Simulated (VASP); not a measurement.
Wanted: the native input for a VASP 6.6.1 run.

```yaml
Task: single point
Functional: PBE
Potentials_or_basis: VASP PAW PBE potentials, release 64 (Ca_sv, F, Li_sv)
Cutoff: 520 eV
k_mesh: 6 × 6 × 6
Occupations: fermi-dirac, width 0.05 eV
Spin: no spin polarisation
Dipole_correction: no
Further_INCAR_settings: ALGO = Normal; EDIFF = 1e-07; NBANDS = 25
```

The structure of LiCaF3 lies in POSCAR:

```
LiCaF3
1.0
    3.7988564400      0.0000000000      0.0000000000
    0.0000000000      3.7988564400      0.0000000000
    0.0000000000      0.0000000000      3.7612440000
Ca F Li
1 3 1
Direct
    0.0000000000      0.0000000000      0.0000000000
    0.5000000000      0.0000000000      0.5000000000
    0.5000000000      0.5000000000      0.0000000000
    0.0000000000      0.5000000000      0.5000000000
    0.5000000000      0.5000000000      0.5000000000
```

These files were run (other wordings do the same):

INCAR

```
SYSTEM = LiCaF3
  PREC = Accurate
  ENCUT = 520
  EDIFF = 1E-7
  ISMEAR = -1
  SIGMA = 0.05
  LREAL = .FALSE.
  LASPH = .TRUE.
  NELM = 80
  ALGO = Normal
  ISIF = 2
  LWAVE = .FALSE.
  LCHARG = .TRUE.
  GGA = PE
  LELF = .TRUE.
  LVHAR = .TRUE.
  NBANDS = 25
```

KPOINTS

```
Automatic mesh
0
G
  6 6 6
  0 0 0
```

Potentials or basis: VASP PAW PBE potentials, release 64 (Ca_sv, F, Li_sv).

Run with:

```sh
$ cat potpaw_PBE.64/Ca_sv/POTCAR potpaw_PBE.64/F/POTCAR potpaw_PBE.64/Li_sv/POTCAR > POTCAR
$ mpirun -np 1 vasp_std > vasp.out
```

It gave:

| Property | Result |
| --- | --- |
| Band gap on the k mesh | 6.37 eV (least direct gap 6.50 eV) |

Run time: 45 s on 1 thread of AMD EPYC 7R43 64-Core Processor (Zen 3) (shared host), peak memory 0.15 GiB.
